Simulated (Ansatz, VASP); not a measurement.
# Two plane-wave programs on TaF3

```
Ta F
1.0
     3.94771    0.00000    0.00000
     0.00000    3.94771    0.00000
     0.00000    0.00000    3.94771
Ta F
1 3
Direct
  0.00000 0.00000 0.00000
  0.50000 0.00000 0.00000
  0.00000 0.50000 0.00000
  0.00000 0.00000 0.50000
```

Alike in both runs: task relaxation of cell and atoms; functional PBE; k mesh 5 × 5 × 5; no spin polarisation; Hubbard terms Ta d U = 2.0 eV.

|  | VASP | Ansatz |
| --- | --- | --- |
| version | VASP 6.6.1 | Ansatz 0.2.0 |
| potentials or method | VASP PAW PBE potentials, release 64 (Ta_sv_GW, F), cutoff 600 eV | PAW plane waves |
| occupations | fermi-dirac, width 0.1 eV | fermi-dirac |
| valence electrons in the cell | 34 | 34 |

|  | VASP | Ansatz | Ansatz less VASP |
| --- | --- | --- | --- |
| gap on the k mesh at the Fermi level, each at its own relaxed structure (eV) | none | none | - |
| relaxed volume (Å³/atom) | 17.80 | 17.69 | -0.103 |
| relaxed cell length with the largest relative difference (Å) | 4.144 | 4.136 | -0.0080 |

The programs project onto different local orbitals, so the same U acts differently, and such runs can settle in different states. A gap of «none» marks a metal or a gap that the smearing closes. Ansatz's warnings: filled band counts differ across k points.

Spin-orbit coupling is off throughout. Noted on VASP's run: the volume moved by over 15 % at a fixed basis, so the end points are rough.
